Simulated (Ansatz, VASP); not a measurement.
## InAs: VASP beside Ansatz

File INCAR:

```
ALGO = Normal ; EDIFF = 1E-6
ENCUT = 520 ; GGA = PE
ISIF = 2 ; ISMEAR = -1
LASPH = True ; LCHARG = False
LREAL = False ; LWAVE = False
NBANDS = 16 ; NELM = 80
PREC = Accurate ; SIGMA = 0.02
```

Contents of KPOINTS:

```
k-points
0
Gamma
  8 8 8
```

POSCAR

```
InAs
1.0
    0.0000000000      3.0545904688      3.0545904688
    3.0545904688      0.0000000000      3.0545904688
    3.0545904688      3.0545904688      0.0000000000
In As
1 1
Direct
    0.0000000000      0.0000000000      0.0000000000
    0.2500000000      0.2500000000      0.2500000000
```

Input for Ansatz:

```yaml
crystal:
  lattice:
    - [0.0, 3.0545904688, 3.0545904688]
    - [3.0545904688, 0.0, 3.0545904688]
    - [3.0545904688, 3.0545904688, 0.0]
  atoms:
    - { symbol: In, position: [0.0, 0.0, 0.0] }
    - { symbol: As, position: [0.25, 0.25, 0.25] }
kpoints:
  mp_grid: { grid: [8, 8, 8] }
  band_path:
    path:
      - [0.0, 0.0, 0.0]
      - [-0.5, -0.5, 0.0]
      - [-0.375, -0.375, 0.25]
      - [-0.375, 0.0, 0.375]
      - [0.0, 0.0, 0.5]
      - [-0.5, -0.25, 0.25]
    npoints: 1
hamiltonian:
  xc: pbe
scf:
  occupations: { method: fermi_dirac, width: 0.02 }
  n_extra_bands: 4
output:
  forces: true
  stress: true
  eigenvalues: true
```

Alike in both runs: task single point; functional PBE; k mesh 8 × 8 × 8; occupations fermi-dirac, width 0.02 eV; no spin polarisation.

|  | VASP | Ansatz |
| --- | --- | --- |
| version | VASP 6.6.1 | Ansatz 0.2.0 |
| potentials or method | VASP PAW PBE potentials, release 64 (In_d, As) | plane waves, PAW |
| plane-wave cutoff (eV) | 520 | 420 |
| valence electrons in the cell | 18 | 28 |

|  | VASP | Ansatz | Ansatz less VASP |
| --- | --- | --- | --- |
| pressure (GPa) | 2.1 | 2.0 | -0.05 |

With one functional, cell and mesh, what is left measures potentials, basis and numerics. VASP's potentials hold 18 valence electrons a cell and Ansatz's 28, so a difference there can come from the potentials and not from the codes.
